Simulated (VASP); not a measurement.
Write the native input for VASP 6.6.1 that does the following.

```
Task                   : single point
Functional             : PBE
Potentials or basis    : VASP PAW PBE potentials, release 64 (Si, Ru_pv)
Cutoff                 : 520 eV
k mesh                 : 4 × 4 × 4
Occupations            : gaussian, width 0.1 eV
Spin                   : no spin polarisation
Dipole correction      : no
Further INCAR settings : ALGO = Normal; EDIFF = 1e-06; NBANDS = 26
```

The structure of Si5Ru lies in POSCAR:

```
Si5Ru
1.0
    0.0000000000      3.5105404123      3.5105404123
    3.5105404123      0.0000000000      3.5105404123
    3.5105404123      3.5105404123      0.0000000000
Si Ru
5 1
Direct
    0.3752819985      0.8749060005      0.8749060005
    0.8749060005      0.8749060005      0.8749060005
    0.2500000000      0.2500000000      0.2500000000
    0.8749060005      0.8749060005      0.3752819985
    0.8749060005      0.3752819985      0.8749060005
    0.5000000000      0.5000000000      0.5000000000
```

The cell was built from a structure type or drawn by symmetry, and may not be a known phase.

These files were run (other wordings do the same):

INCAR

```
  PREC = Accurate
  ENCUT = 520
  EDIFF = 1E-6
  ISMEAR = 0
  SIGMA = 0.1
  LREAL = F
  LASPH = T
  NELM = 60
  ALGO = Normal
  ISIF = 2
  LWAVE = F
  LCHARG = T
  GGA = PE
  LELF = T
  LVHAR = T
  NBANDS = 26
```

KPOINTS

```
Automatic mesh
0
Gamma
  4 4 4
```

Potentials or basis: VASP PAW PBE potentials, release 64 (Si, Ru_pv).

Run with:

```sh
$ cat potpaw_PBE.64/Si/POTCAR potpaw_PBE.64/Ru_pv/POTCAR > POTCAR
$ mpirun -np 1 vasp_std > vasp.out
```

It gave:

```
Pressure               : 0.1 GPa
Largest force          : 0.028 eV/Å
Band gap on the k mesh : zero (bands 17 and 18 overlap by 0.10 eV)
```

Caveat: the k points lie up to 0.39 Å⁻¹ apart.

Wall time 47 s on 1 thread of Intel Xeon 8259CL, with other jobs on the host, peak memory 0.23 GiB.
